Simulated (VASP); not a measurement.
# Bi: relaxation of cell and atoms with BLYP

The system is Bi.

```
Bi
1.0
    -1.98143    1.98143    1.98143
     1.98143   -1.98143    1.98143
     1.98143    1.98143   -1.98143
Bi
1
Direct
  0.00000 0.00000 0.00000
```

```json
{"Program": "VASP 6.6.1", "Task": "relaxation of cell and atoms", "Functional": "BLYP", "Potentials or basis": "VASP PAW PBE potentials, release 64 (Bi_d)", "Cutoff": "600 eV", "k mesh": "9 × 9 × 9", "Occupations": "fermi-dirac, width 0.05 eV", "Spin": "no spin polarisation", "Dipole correction": "no", "Further INCAR settings": "ALGO = Normal; EDIFF = 1e-06; IBRION = 2; EDIFFG = -0.01; NSW = 60; ISIF = 3"}
```

```
Relaxed volume                         : 34.30 Å³/atom
Relaxed cell                           : a = 3.545 Å, b = 3.545 Å, c = 3.545 Å, α = 109.47°, β = 109.47°, γ = 109.47°
Space group after relaxing (to 0.05 Å) : Im-3m (No. 229)
Energy gained by relaxing              : 46.8 meV/atom
Ionic steps                            : 3
Pressure after relaxing                : 0.0 GPa
```

Step by step:
```csv
step,energy change (eV),largest force (eV/Å),pressure (GPa),volume (Å³)
1,0.0000,0.0000,5.19,31.12
2,-0.0384,0.0000,-1.65,35.88
3,-0.0468,0.0000,0.02,34.30
```

Final structure:
```
CELL_PARAMETERS angstrom
-2.04683 2.04683 2.04683
2.04683 -2.04683 2.04683
2.04683 2.04683 -2.04683
ATOMIC_POSITIONS crystal
Bi 0.00000 0.00000 0.00000
```

Levels at points of the mesh, in eV from the Fermi level:
```csv
k point,band 3,band 4,band 5,band 6,band 7,band 8,band 9,band 10,band 11
"(0.00, 0.00, 0.00)",-22.80,-22.71,-22.71,-12.83,4.37,4.37,4.37,8.47,10.80
```

It took 71 s on 1 thread of Intel Xeon 8259CL (shared host), peak memory 0.17 GiB.

Caveat: the PAW data sets were made with another functional, which shifts forces and pressure a little; spin-orbit coupling is left out, which moves the levels of the heavy elements.
